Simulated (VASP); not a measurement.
## Au: single point with PBEsol

The system is Au.

```xyz
6
Lattice="3.2528 0.0000 3.2528 -3.2528 -3.2528 0.0000 3.2211 -3.2211 -3.2211" Properties=species:S:1:pos:R:3 pbc="T T T"
Au    1.6000   -4.8528   -1.6000
Au   -0.0106   -3.2422    0.0106
Au    1.6106   -1.6106   -1.6106
Au    3.2317   -3.2317    0.0211
Au    0.0000    0.0000    0.0000
Au    1.6211   -1.6211    1.6317
```

This isn't the form of Au at room conditions, which is fcc.

```yaml
Program: VASP 6.6.1
Task: single point
Functional: PBEsol
Potentials_or_basis: VASP PAW PBE potentials, release 64 (Au)
Cutoff: 520 eV
k_mesh: 12 × 12 × 6
Occupations: gaussian, width 0.1 eV
Spin: no spin polarisation
```

| Property | Result |
| --- | --- |
| Pressure | -0.2 GPa |
| Band gap on the k mesh | zero (bands 33 and 34 overlap by 4.19 eV) |

Levels at points of the mesh, in eV from the Fermi level:
| k point | band 31 | band 32 | band 33 | band 34 | band 35 | band 36 |
| --- | --- | --- | --- | --- | --- | --- |
| (0.00, 0.00, 0.00) | -1.66 | 0.41 | 0.41 | 3.32 | 3.32 | 5.43 |
| (0.50, 0.00, 0.00) | -1.35 | -1.32 | -0.71 | -0.64 | 1.86 | 1.86 |
| (0.00, 0.00, 0.50) | -2.21 | -2.21 | 2.87 | 2.87 | 4.37 | 4.37 |
| (0.50, 0.00, 0.50) | -1.93 | -1.93 | -1.28 | -1.28 | 3.08 | 3.08 |

Wall time 2.6 min on 1 thread of Intel(R) Xeon(R) 6975P-C (Granite Rapids), on a shared host, peak memory 0.43 GiB.

Caveat: the PAW data sets were made with another functional, which shifts forces and pressure a little; spin-orbit coupling is left out, which moves the levels of the heavy elements.
